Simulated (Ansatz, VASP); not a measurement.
One calculation of BaMg6Ti, two programs

```
Ba Ti Mg
1.0
     6.77111    0.00000    0.00000
    -3.38555    5.86395    0.00000
     0.00000    0.00000    5.35738
Ba Ti Mg
1 1 6
Direct
  0.00000 0.00000 0.00000
  0.66667 0.33333 0.50000
  0.51403 0.48597 0.00000
  0.97194 0.48597 0.00000
  0.51403 0.02806 0.00000
  0.17702 0.82298 0.50000
  0.64595 0.82298 0.50000
  0.17702 0.35405 0.50000
```

Alike in both runs: task single point; functional PBE; k mesh 5 × 5 × 5; occupations fermi-dirac, width 0.05 eV; no spin polarisation.

|  | VASP | Ansatz |
| --- | --- | --- |
| version | VASP 6.6.1 | Ansatz 0.2.0 |
| potentials or method | VASP PAW PBE potentials, release 64 (Ba_sv, Ti_sv, Mg) | Ansatz PAW |
| plane-wave cutoff (eV) | 520 | 420 |
| valence electrons in the cell | 34 | 82 |

Ansatz gave:

| Item | Value |
| --- | --- |
| gap on the k mesh at the Fermi level (eV) | none |
| pressure (GPa) | -1.4 |
| traceless stress, the component that is largest in VASP (GPa) | -0.63 |
| rms of the force components (eV/Å) | 0.034 |

Q: Estimate VASP's values.

A: gap on the k mesh at the Fermi level (eV): none; pressure (GPa): -1.4; traceless stress, the component that is largest in VASP (GPa): -0.66; rms of the force components (eV/Å): 0.034.

Atom by atom the forces differ by 0.004 eV/Å (rms over components). A gap of «none» marks a metal or a gap that the smearing closes. VASP's potentials hold 34 valence electrons a cell and Ansatz's 82, so a difference there can come from the potentials and not from the codes.

Neither program's run includes spin-orbit coupling.
